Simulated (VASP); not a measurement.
A run of VASP 6.6.1 is set up as follows.

INCAR

```
ALGO = Normal
EDIFF = 1E-6
ENCUT = 520
GGA = PE
ISIF = 2
ISMEAR = 0
LASPH = True
LCHARG = False
LREAL = False
LWAVE = False
NBANDS = 14
NELM = 100
PREC = Accurate
SIGMA = 0.15
```

File KPOINTS:

```
k-points
0
Gamma
  18 18 10
```

The input POSCAR:

```
TiAl
1.0
    3.0250000000      0.0000000000      0.0000000000
   -1.5125000000      2.6197268464      0.0000000000
    0.0000000000      0.0000000000      4.5554000000
Ti Al
1 1
Direct
    0.0000000000      0.0000000000      0.0000000000
    0.3333333333      0.6666666667      0.5000000000
```

Potentials or basis: VASP PAW PBE potentials, release 64 (Ti_sv, Al).

Launch:

```bash
$ cat potpaw_PBE.64/Ti_sv/POTCAR potpaw_PBE.64/Al/POTCAR > POTCAR
$ mpirun -np 1 vasp_std > vasp.out
```

**Question.** Predict the band gap on the k mesh.

**Answer.** Zero (an odd number of electrons rules out a gap without spin polarisation).

**Question.** Predict the pressure.

**Answer.** -6.2 GPa.

Stress tensor (GPa, compression positive):
```
-8.12  0.00  0.00
 0.00 -8.12  0.00
 0.00  0.00 -2.37
```

Caveat: the stress differs along the axes, from -8 to -2 GPa.
